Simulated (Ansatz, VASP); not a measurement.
# Two plane-wave programs on HfN

The input POSCAR:

```
HfN
1.0
    0.0000000000      2.4548220000      2.4548220000
    2.4548220000      0.0000000000      2.4548220000
    2.4548220000      2.4548220000      0.0000000000
Hf N
1 1
Direct
    0.0000000000      0.0000000000      0.0000000000
    0.2500000000      0.2500000000      0.2500000000
```

INCAR.step1

```
SYSTEM = HfN
PREC = Accurate ; ENCUT = 520
EDIFF = 1E-5 ; ISMEAR = -1
SIGMA = 0.05 ; LREAL = .False.
LASPH = .True. ; NELM = 80
ALGO = Normal ; ISIF = 2
LWAVE = .True. ; LCHARG = .False.
NBANDS = 14 ; GGA = PE
```

The input INCAR.step2:

```
SYSTEM = HfN
PREC = Accurate ; ENCUT = 520
EDIFF = 1E-7 ; ISMEAR = -1
SIGMA = 0.05 ; LREAL = .False.
LASPH = .True. ; NELM = 80
ALGO = Normal ; ISIF = 2
LWAVE = .False. ; LCHARG = .False.
GGA = PE ; LHFCALC = .True.
AEXX = 0.1 ; HFSCREEN = 0.2
PRECFOCK = Normal ; NBANDS = 14
ISTART = 1
```

KPOINTS

```
regular mesh
0
Gamma
  5 5 5
  0 0 0
```

File input.yaml:

```yaml
crystal:
  lattice:
    - [0.0, 2.454822, 2.454822]
    - [2.454822, 0.0, 2.454822]
    - [2.454822, 2.454822, 0.0]
  atoms:
    - { symbol: Hf, position: [0.0, 0.0, 0.0] }
    - { symbol: "N", position: [0.25, 0.25, 0.25] }
hamiltonian:
  xc: { exchange: pbe, correlation: pbe, exx: { coeff: 0.1, omega: 0.2 } }
  pseudopotentials: { kind: paw }
kpoints:
  mp_grid: { grid: [5, 5, 5] }
scf:
  occupations: { method: fermi_dirac, width: 0.05 }
output:
  forces: true
  stress: true
  eigenvalues: true
```

Alike in both runs: task single point; functional PBE-based screened hybrid; k mesh 5 × 5 × 5; occupations fermi-dirac, width 0.05 eV; no spin polarisation.

|  | VASP | Ansatz |
| --- | --- | --- |
| version | VASP 6.6.1 | Ansatz 0.2.0 |
| potentials or method | VASP PAW PBE potentials, release 64 (Hf_pv, N) | Ansatz PAW |
| plane-wave cutoff (eV) | 520 | 420 |
| valence electrons in the cell | 15 | 31 |

Ansatz gave:

```
gap on the k mesh at the Fermi level (eV) : none
pressure (GPa)                            : 0.0
```

Q: What did VASP give for the same quantities?

A: gap on the k mesh at the Fermi level (eV): none; pressure (GPa): -1.7.

VASP's potentials were made for PBE, not for PBE-based screened hybrid. A gap of «none» marks a metal or a gap that the smearing closes. With one functional, cell and mesh, what is left measures potentials, basis and numerics. VASP's potentials hold 15 valence electrons a cell and Ansatz's 31, so a difference there can come from the potentials and not from the codes.

The k mesh is coarse, so the values compare programs but aren't converged. Spin-orbit coupling is off throughout.
